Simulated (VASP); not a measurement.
# Lu (P6_3/mmc) in VASP: further runs

Runs on Lu. Level: PBEsol. Tasks: electric field gradients.

All numbers are computed with VASP 6.6.1; they aren't measurements. Logs are shortened: lines on timing, memory, paths and dates and some standing lists are left out, and cuts for length are marked.

## 1. The cell of the first run

The structure is hexagonal, space group P6_3/mmc (No. 194). Conventional cell: a = 3.533 Å, b = 3.533 Å, c = 5.603 Å, α = 90.00°, β = 90.00°, γ = 120.00°. Within 4.6 Å of Lu (site symmetry -6m2) lie 12 Lu at 3.47 to 3.53 Å.

## 2. Electric field gradients, PBEsol (volume scaled by 1.02)

Contents of INCAR:

```
  PREC = Accurate
  ENCUT = 520
  EDIFF = 1E-8
  ISMEAR = -1
  SIGMA = 0.03
  LREAL = False
  LASPH = True
  NELM = 80
  ALGO = Normal
  ISIF = 2
  LWAVE = False
  LCHARG = False
  GGA = PS
  LEFG = True
  NBANDS = 32
```

Contents of KPOINTS:

```
Automatic mesh
0
Gamma
  13 13 8
```

Contents of POSCAR:

```
Lu
1.0
    3.5331439303      0.0000000000      0.0000000000
   -1.7665719652      3.0597923990      0.0000000000
    0.0000000000      0.0000000000      5.6034659750
Lu
2
Direct
    0.3333333333      0.6666666667      0.2500000000
    0.6666666667      0.3333333333      0.7500000000
```

Potentials or basis: VASP PAW PBE potentials, release 64 (Lu).

Launch:

```bash
$ cat potpaw_PBE.64/Lu/POTCAR > POTCAR
$ mpirun -np 1 vasp_std > vasp.out
```

OUTCAR:

```text
PREC = Accurate
   ENCUT = 520
   EDIFF = 1E-8
   ISMEAR = -1
   LREAL = False
   LASPH = True
   NELM = 80
   ISIF = 2
   GGA = PS

 ion  position               nearest neighbor table
   1  0.333  0.667  0.250-   2 3.47   2 3.47   2 3.47   2 3.47   2 3.47   2 3.47
   2  0.667  0.333  0.750-   1 3.47   1 3.47   1 3.47   1 3.47   1 3.47   1 3.47

  LATTYP: Found a hexagonal cell.
 ALAT       =     3.5331439303
 C/A-ratio  =     1.5859716121

  Lattice vectors:

 A1 = (   3.5331439303,   0.0000000000,   0.0000000000)
 A2 = (  -1.7665719652,   3.0597923990,   0.0000000000)
 A3 = (   0.0000000000,   0.0000000000,   5.6034659750)

Analysis of symmetry for initial positions (statically):
=====================================================================
 Subroutine PRICEL returns:
 Original cell was already a primitive cell.

 Routine SETGRP: Setting up the symmetry group for a
 hexagonal supercell.

 Subroutine GETGRP returns: Found 24 space group operations
 (whereof 12 operations were pure point group operations)
 out of a pool of 24 trial point group operations.

The static configuration has the point symmetry D_3d.
 The point group associated with its full space group is D_6h.

Analysis of symmetry for dynamics (positions and initial velocities):
=====================================================================
 Subroutine PRICEL returns:
 Original cell was already a primitive cell.

 Routine SETGRP: Setting up the symmetry group for a
 hexagonal supercell.

 Subroutine GETGRP returns: Found 24 space group operations
 (whereof 12 operations were pure point group operations)
 out of a pool of 24 trial point group operations.

The dynamic configuration has the point symmetry D_3d.
 The point group associated with its full space group is D_6h.

 Subroutine INISYM returns: Found 24 space group operations
 (whereof 12 operations are pure point group operations),
 and found     1 'primitive' translations

----------------------------------------------------------------------------------------

                                     Primitive cell

  volume of cell :      60.5773

  direct lattice vectors                    reciprocal lattice vectors
     3.533143930  0.000000000  0.000000000     0.283034040  0.163409779  0.000000000
    -1.766571965  3.059792399  0.000000000     0.000000000  0.326819558  0.000000000
     0.000000000  0.000000000  5.603465975     0.000000000  0.000000000  0.178460975

  length of vectors
     3.533143930  3.533143930  5.603465975     0.326819558  0.326819558  0.178460975

  position of ions in fractional coordinates (direct lattice)
     0.333333333  0.666666667  0.250000000
     0.666666667  0.333333333  0.750000000

  ion indices of the primitive-cell ions
   primitive index   ion index
                 1           1
                 2           2

----------------------------------------------------------------------------------------

 KPOINTS: Automatic mesh

Automatic generation of k-mesh.
 Grid dimensions read from file:
 generate k-points for:   13   13    8

 Generating k-lattice:

  Cartesian coordinates                     Fractional coordinates (reciprocal lattice)
     0.021771849  0.012569983  0.000000000     0.076923077  0.000000000  0.000000000
     0.000000000  0.025139966  0.000000000     0.000000000  0.076923077  0.000000000
     0.000000000  0.000000000  0.022307622     0.000000000  0.000000000  0.125000000

  Length of vectors
     0.025139966  0.025139966  0.022307622

  Shift w.r.t. Gamma in fractional coordinates (k-lattice)
     0.000000000  0.000000000  0.000000000

 Subroutine IBZKPT returns following result:
 ===========================================

 Found    105 irreducible k-points:

 Following reciprocal coordinates:
            Coordinates               Weight
  0.000000  0.000000  0.000000      1.000000
  0.076923 -0.000000  0.000000      6.000000
  0.153846 -0.000000  0.000000      6.000000
  0.230769 -0.000000  0.000000      6.000000
  0.307692 -0.000000  0.000000      6.000000
  0.384615 -0.000000  0.000000      6.000000
[... 16 lines left out ...]
  0.076923 -0.000000  0.125000     12.000000
  0.153846 -0.000000  0.125000     12.000000
 [... further k-points ...]
   k-points           NKPTS =    105   k-points in BZ     NKDIM =    105   number of bands    NBANDS=     32
   number of dos      NEDOS =    301   number of ions     NIONS =      2
   total plane-waves  NPLWV =  32928
   dimension x,y,z NGX =    28 NGY =   28 NGZ =   42
   dimension x,y,z NGXF=    56 NGYF=   56 NGZF=   84
   ions per type =               2
   NGX,Y,Z   is equivalent  to a cutoff of  13.17, 13.17, 12.46 a.u.
   NGXF,Y,Z  is equivalent  to a cutoff of  26.35, 26.35, 24.92 a.u.
 SYSTEM =  unknown system
   PREC   = accura    normal or accurate (medium, high low for compatibility)
   ISTART =      0    job   : 0-new  1-cont  2-samecut
   ICHARG =      2    charge: 1-file 2-atom 10-const
   ISPIN  =      1    spin polarized calculation?
   LNONCOLLINEAR =      F non collinear calculations
   LSORBIT =      F    spin-orbit coupling
   LASPH  =      T    aspherical Exc in radial PAW
   ENCUT  =  520.0 eV  38.22 Ry    6.18 a.u.   6.57  6.57 10.42*2*pi/ulx,y,z
   NELM   =     80;   NELMIN=  2; NELMDL= -5     # of ELM steps
   EDIFF  = 0.1E-07   stopping-criterion for ELM
   LREAL  =      F    real-space projection
   EDIFFG = 0.1E-06   stopping-criterion for IOM
   NSW    =      0    number of steps for IOM
   IBRION =     -1    ionic relax: 0-MD 1-quasi-New 2-CG
   NFREE  =      0    steps in history (QN), initial steepest desc. (CG)
   ISIF   =      2    stress and relaxation
   ISYM   =      2    0-nonsym 1-usesym 2-fastsym
   POTIM  = 0.5000    time-step for ionic-motion
   TEBEG  =    0.0;   TEEND  =   0.0 temperature during run
   PSTRESS=    0.0 pullay stress
   NELECT =      50.0000    total number of electrons
   NUPDOWN=      -1.0000    fix difference up-down
   EMIN   =  10.00;   EMAX   =-10.00  energy-range for DOS
   EFERMI =   0.00;   METHOD = LEGACY
   ISMEAR =    -1;   SIGMA  =   0.03  broadening in eV -4-tet -1-fermi 0-gaus
   EFERMI_NEDOS =   21; number of points for ismear=-14 and -15
   IALGO  =     38    algorithm
   IMIX   =      4    mixing-type and parameters
     AMIX     =   0.40;   BMIX     =  1.00
     AMIX_MAG =   1.60;   BMIX_MAG =  1.00
  volume/ion in A,a.u.               =      30.29       204.40
  Fermi-wavevector in a.u.,A,eV,Ry     =   1.535659  2.901975 32.085924  2.358249
  Thomas-Fermi vector in A             =   2.642417
   LORBIT       =      0    0 simple, 1 ext, 2 COOP (PROOUT), +10 PAW based schemes
   GGA     = PS    functional components
   LHFCALC =     F    Hartree Fock is set to
   AEXX    =    0.0000 exact exchange contribution
   IVDW    =     0    specifies the selected vdW correction
   LEPSILON=     F    determine dielectric tensor
   LRPA    =     F    only Hartree local field effects (RPA)
 non-spin polarized calculation
  energy-cutoff  :      520.00
  volume of cell :       60.58
 maximum number of plane-waves:      1665
 NGX is ok and might be reduce to    28
   NGX = 13   NGY = 13   NGZ = 21

 number of electron      49.9999998 magnetization

 Free energy of the ion-electron system (eV)
  ---------------------------------------------------
  ext. energy  EPLUGINS =         0.00000000
  ---------------------------------------------------
  free energy    TOTEN  =        -9.83247659 eV

  energy without entropy =       -9.82152598  energy(sigma->0) =       -9.82700129

 E-fermi :   1.9315     XC(G=0): -10.5851

 val. band max:        1.9289938407   @ k =   0.3077   0.0769   0.0000
 cond. band min:       1.9446130930   @ k =   0.4615  -0.0000   0.3750
 fundamental gap:      0.0156192523
 Fermi energy:         1.9315203193

 k-point     1 :       0.0000    0.0000    0.0000
  band No.  band energies     occupation
      1     -54.3426      2.00000
      2     -54.3148      2.00000
      3     -25.2256      2.00000
      4     -24.8573      2.00000
      5     -24.8573      2.00000
      6     -24.7880      2.00000
[... 24 lines left out ...]
     31       5.3448      0.00000
     32       5.3448      0.00000

 k-point     2 :       0.0769   -0.0000    0.0000
  band No.  band energies     occupation
      1     -54.3415      2.00000
      2     -54.3143      2.00000
      3     -25.2173      2.00000
      4     -24.8745      2.00000
      5     -24.8631      2.00000
      6     -24.8061      2.00000
[... 24 lines left out ...]
     31       5.1366      0.00000
     32       5.2045      0.00000
[... 733 lines left out ...]
     31       5.4111      0.00000
     32       5.4210      0.00000

 k-point    24 :       0.1538   -0.0000    0.1250
  band No.  band energies     occupation
      1     -54.3372      2.00000
      2     -54.3141      2.00000
      3     -25.1805      2.00000
      4     -24.9178      2.00000
      5     -24.8758      2.00000
      6     -24.8662      2.00000
[... 24 lines left out ...]
     31       5.3448      0.00000
     32       5.3543      0.00000

 [... further k-points ...]
[... 5 lines left out ...]
  --------------------------------------------------------------------------------------
  -------------------------------------------------------------------------------------
  Total       -1.3765646     -1.3765646     -1.7906753      0.0000000      0.0000000      0.0000000
  in kB      -36.4080281    -36.4080281    -47.3606225      0.0000000      0.0000000      0.0000000
  external PRESSURE =     -40.0588929 kB  Pullay stress =       0.0000000 kB

 VOLUME and BASIS-vectors are now :
 -----------------------------------------------------------------------------
  energy-cutoff  :      520.00
  volume of cell :       60.58
      direct lattice vectors                 reciprocal lattice vectors
     3.533143930  0.000000000  0.000000000     0.283034040  0.163409779  0.000000000
    -1.766571965  3.059792399  0.000000000     0.000000000  0.326819558  0.000000000
     0.000000000  0.000000000  5.603465975     0.000000000  0.000000000  0.178460975

 POSITION                                       TOTAL-FORCE (eV/Angst)
 -----------------------------------------------------------------------------------
     -0.00000      2.03986      1.40087         0.000000      0.000000      0.000000
      1.76657      1.01993      4.20260        -0.000000     -0.000000      0.000000
 -----------------------------------------------------------------------------------
    total drift:                                0.000000     -0.000000      0.000000

  FREE ENERGIE OF THE ION-ELECTRON SYSTEM (eV)
  ---------------------------------------------------
  free  energy   TOTEN  =        -9.8324765950 eV

  energy  without entropy=       -9.8215259810  energy(sigma->0) =       -9.82700129

 Electric field gradients (V/A^2)
---------------------------------------------------------------------
 ion       V_xx      V_yy      V_zz      V_xy      V_xz      V_yz
---------------------------------------------------------------------
   1     -25.048   -25.047    50.095     0.001    -0.000     0.000
   2     -25.048   -25.047    50.095     0.001     0.000    -0.000
---------------------------------------------------------------------

 Electric field gradients after diagonalization (V/A^2)
 (convention: |V_zz| > |V_xx| > |V_yy|)
----------------------------------------------------------------------
 ion       V_xx      V_yy      V_zz     asymmetry (V_yy - V_xx)/ V_zz
----------------------------------------------------------------------
   1     -25.048   -25.046    50.095       0.000
   2     -25.048   -25.046    50.095       0.000
----------------------------------------------------------------------

           NMR quadrupolar parameters

 Cq : quadrupolar parameter    Cq=e*Q*V_zz/h
 eta: asymmetry parameters     (V_yy - V_xx)/ V_zz
 Q  : nuclear electric quadrupole moment in mb (millibarn)
----------------------------------------------------------------------
 ion       Cq(MHz)       eta       Q (mb)
----------------------------------------------------------------------
   1       0.121       0.000       1.000
   2       0.121       0.000       1.000
----------------------------------------------------------------------
```

Wall time 6.1 min (1 thread of AMD EPYC 7R43 (Zen 3), shared host); peak memory 0.26 GiB.

Results:

| Quantity | Value |
| --- | --- |
| Free energy | -9.8325 eV |
| Pressure | -4.0 GPa |
| Band gap on the k mesh | zero (band 25 reaches 3.05 eV, above the bottom of band 26 at 1.36 eV) |

Stress tensor (GPa, compression positive):
```
-3.64  0.00  0.00
 0.00 -3.64  0.00
 0.00  0.00 -4.74
```

Levels at points of the mesh, in eV from the Fermi level:
```
           k point  band 22  band 23  band 24  band 25  band 26  band 27  band 28  band 29
(0.00, 0.00, 0.00)    -4.92    -4.92    -2.39     0.48     2.16     2.16     2.41     2.82
(0.00, 0.00, 0.50)    -4.92    -4.35    -4.35     1.12     1.12     2.09     2.09     2.09
```

Electric field gradients, principal values (V/Å²):
| atom | least | middle | greatest (by size) |
| --- | --- | --- | --- |
| 1 Lu | -25.046 | -25.048 | 50.095 |
| 2 Lu | -25.046 | -25.048 | 50.095 |

Caveat: without QUAD_EFG the Cq values of the log hold for a quadrupole moment of 1 mb, not for the nuclei; the PAW data sets were made with another functional, which shifts forces and pressure a little; spin-orbit coupling is left out, which moves the levels of the heavy elements.

## 3. Electric field gradients, PBEsol (volume scaled by 1.06)

Contents of INCAR:

```
SYSTEM = Lu
PREC = Accurate
ENCUT = 520
EDIFF = 1E-8
ISMEAR = -1
SIGMA = 0.03
LREAL = .FALSE.
LASPH = .TRUE.
NELM = 100
ALGO = Normal
ISIF = 2
LWAVE = .FALSE.
LCHARG = .FALSE.
GGA = PS
LEFG = .TRUE.
NBANDS = 32
```

Contents of KPOINTS:

```
Automatic mesh
0
G
  13 13 8
  0 0 0
```

Contents of POSCAR:

```
Lu
1.0
    3.5787379130      0.0000000000      0.0000000000
   -1.7893689565      3.0992779462      0.0000000000
    0.0000000000      0.0000000000      5.6757767373
Lu
2
Direct
    0.3333333333      0.6666666667      0.2500000000
    0.6666666667      0.3333333333      0.7500000000
```

Potentials or basis: VASP PAW PBE potentials, release 64 (Lu).

Launch:

```bash
$ cat potpaw_PBE.64/Lu/POTCAR > POTCAR
$ mpirun -np 1 vasp_std > vasp.out
```

OUTCAR:

```text
SYSTEM = Lu
   PREC = Accurate
   ENCUT = 520
   EDIFF = 1E-8
   ISMEAR = -1
   LREAL = .FALSE.
   LASPH = .TRUE.
   NELM = 100
   ISIF = 2
   GGA = PS

 ion  position               nearest neighbor table
   1  0.333  0.667  0.250-   2 3.51   2 3.51   2 3.51   2 3.51   2 3.51   2 3.51
   2  0.667  0.333  0.750-   1 3.51   1 3.51   1 3.51   1 3.51   1 3.51   1 3.51

  LATTYP: Found a hexagonal cell.
 ALAT       =     3.5787379130
 C/A-ratio  =     1.5859716121

  Lattice vectors:

 A1 = (   3.5787379130,   0.0000000000,   0.0000000000)
 A2 = (  -1.7893689565,   3.0992779462,   0.0000000000)
 A3 = (   0.0000000000,   0.0000000000,   5.6757767373)

Analysis of symmetry for initial positions (statically):
=====================================================================
 Subroutine PRICEL returns:
 Original cell was already a primitive cell.

 Routine SETGRP: Setting up the symmetry group for a
 hexagonal supercell.
[... 1031 lines left out ...]
  volume of cell :       62.95
      direct lattice vectors                 reciprocal lattice vectors
     3.578737913  0.000000000  0.000000000     0.279428118  0.161327899  0.000000000
    -1.789368956  3.099277946  0.000000000     0.000000000  0.322655798  0.000000000
     0.000000000  0.000000000  5.675776737     0.000000000  0.000000000  0.176187339

 POSITION                                       TOTAL-FORCE (eV/Angst)
 -----------------------------------------------------------------------------------
     -0.00000      2.06619      1.41894         0.000000     -0.000000      0.000000
      1.78937      1.03309      4.25683        -0.000000      0.000000      0.000000
 -----------------------------------------------------------------------------------
    total drift:                               -0.000000      0.000000     -0.000000

  FREE ENERGIE OF THE ION-ELECTRON SYSTEM (eV)
  ---------------------------------------------------
  free  energy   TOTEN  =        -9.7644014786 eV

  energy  without entropy=       -9.7531640639  energy(sigma->0) =       -9.75878277

 Electric field gradients (V/A^2)
---------------------------------------------------------------------
 ion       V_xx      V_yy      V_zz      V_xy      V_xz      V_yz
---------------------------------------------------------------------
   1     -22.045   -22.042    44.086     0.003     0.000    -0.000
   2     -22.045   -22.042    44.086     0.003    -0.000     0.000
---------------------------------------------------------------------

 Electric field gradients after diagonalization (V/A^2)
 (convention: |V_zz| > |V_xx| > |V_yy|)
----------------------------------------------------------------------
 ion       V_xx      V_yy      V_zz     asymmetry (V_yy - V_xx)/ V_zz
----------------------------------------------------------------------
   1     -22.046   -22.040    44.086       0.000
   2     -22.046   -22.040    44.086       0.000
----------------------------------------------------------------------

           NMR quadrupolar parameters

 Cq : quadrupolar parameter    Cq=e*Q*V_zz/h
 eta: asymmetry parameters     (V_yy - V_xx)/ V_zz
 Q  : nuclear electric quadrupole moment in mb (millibarn)
----------------------------------------------------------------------
 ion       Cq(MHz)       eta       Q (mb)
----------------------------------------------------------------------
   1       0.107       0.000       1.000
   2       0.107       0.000       1.000
----------------------------------------------------------------------
```

OSZICAR:

```text
N       E                     dE             d eps       ncg     rms          rms(c)
DAV:   1     0.251591393363E+03    0.25159E+03   -0.19393E+04  9672   0.506E+03
DAV:   2     0.207767178463E+02   -0.23081E+03   -0.22242E+03  7264   0.567E+02
DAV:   3    -0.722504447299E+01   -0.28002E+02   -0.27568E+02  9808   0.118E+02
DAV:   4    -0.986458035803E+01   -0.26395E+01   -0.26252E+01 10200   0.246E+01
DAV:   5    -0.994843262029E+01   -0.83852E-01   -0.83802E-01 10472   0.448E+00    0.499E+00
DAV:   6    -0.980623150919E+01    0.14220E+00   -0.44531E-01 10520   0.810E+00    0.235E+00
DAV:   7    -0.976796263178E+01    0.38269E-01   -0.10015E-01  9760   0.193E+00    0.444E-01
DAV:   8    -0.976420328082E+01    0.37594E-02   -0.12822E-02 10976   0.931E-01    0.140E-01
DAV:   9    -0.976437940958E+01   -0.17613E-03   -0.14202E-03  8592   0.289E-01    0.112E-01
DAV:  10    -0.976440163635E+01   -0.22227E-04   -0.26911E-04 10488   0.931E-02    0.782E-03
DAV:  11    -0.976440249865E+01   -0.86230E-06   -0.10371E-05  8752   0.228E-02    0.107E-02
DAV:  12    -0.976440181544E+01    0.68321E-06   -0.15848E-06  8872   0.116E-02    0.191E-03
DAV:  13    -0.976440147238E+01    0.34305E-06   -0.11569E-07  9320   0.336E-03    0.291E-04
DAV:  14    -0.976440148449E+01   -0.12102E-07   -0.11277E-08  6392   0.779E-04    0.526E-05
DAV:  15    -0.976440147860E+01    0.58826E-08   -0.20380E-09  4640   0.509E-04
   1 F= -.97644015E+01 E0= -.97587828E+01  d E =-.112374E-01
```

It took 5.3 min on 1 thread of AMD EPYC 7R43 (Zen 3), shared host; peak memory 0.26 GiB.

Results:

```
Free energy            : -9.7644 eV
Pressure               : -5.3 GPa
Band gap on the k mesh : zero (band 25 reaches 2.89 eV, above the bottom of band 26 at 1.27 eV)
```

Stress tensor (GPa, compression positive):
```
-4.98  0.00  0.00
 0.00 -4.98  0.00
 0.00  0.00 -5.93
```

Electric field gradients, principal values (V/Å²):
| atom | least | middle | greatest (by size) |
| --- | --- | --- | --- |
| 1 Lu | -22.040 | -22.046 | 44.086 |
| 2 Lu | -22.040 | -22.046 | 44.086 |

Caveat: without QUAD_EFG the Cq values of the log hold for a quadrupole moment of 1 mb, not for the nuclei; the PAW data sets were made with another functional, which shifts forces and pressure a little; spin-orbit coupling is left out, which moves the levels of the heavy elements.
